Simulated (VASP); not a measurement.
A run of VASP 6.6.1:

INCAR

```
  ALGO = Normal
  EDIFF = 1E-6
  ENCUT = 520
  GGA = PE
  ISIF = 2
  ISMEAR = 0
  LASPH = T
  LCHARG = F
  LREAL = F
  LWAVE = F
  NBANDS = 25
  NELM = 100
  PREC = Accurate
  SIGMA = 0.1
```

KPOINTS

```
k-points
0
Gamma
  4 4 4
```

Contents of POSCAR:

```
MgTe5
1.0
    0.0000000000      4.5970552100      4.5970552100
    4.5970552100      0.0000000000      4.5970552100
    4.5970552100      4.5970552100      0.0000000000
Mg Te
1 5
Direct
    0.5000000000      0.5000000000      0.5000000000
    0.8739529700      0.8739529700      0.8739529700
    0.8739529700      0.8739529700      0.3781411000
    0.8739529700      0.3781411000      0.8739529700
    0.3781411000      0.8739529700      0.8739529700
    0.2500000000      0.2500000000      0.2500000000
```

Potentials or basis: VASP PAW PBE potentials, release 64 (Mg, Te).

The run is started by

```sh
$ cat potpaw_PBE.64/Mg/POTCAR potpaw_PBE.64/Te/POTCAR > POTCAR
$ mpirun -np 1 vasp_std > vasp.out
```

Hardware: 1 thread of Intel(R) Xeon(R) 6975P-C (Granite Rapids), with other jobs on the host.

Q: How long does it take, and how much memory?

A: Run time: 23 s on 1 thread of Intel(R) Xeon(R) 6975P-C (Granite Rapids), on a shared host, peak memory 0.33 GiB. Counts: scf iterations 14, k points 8.
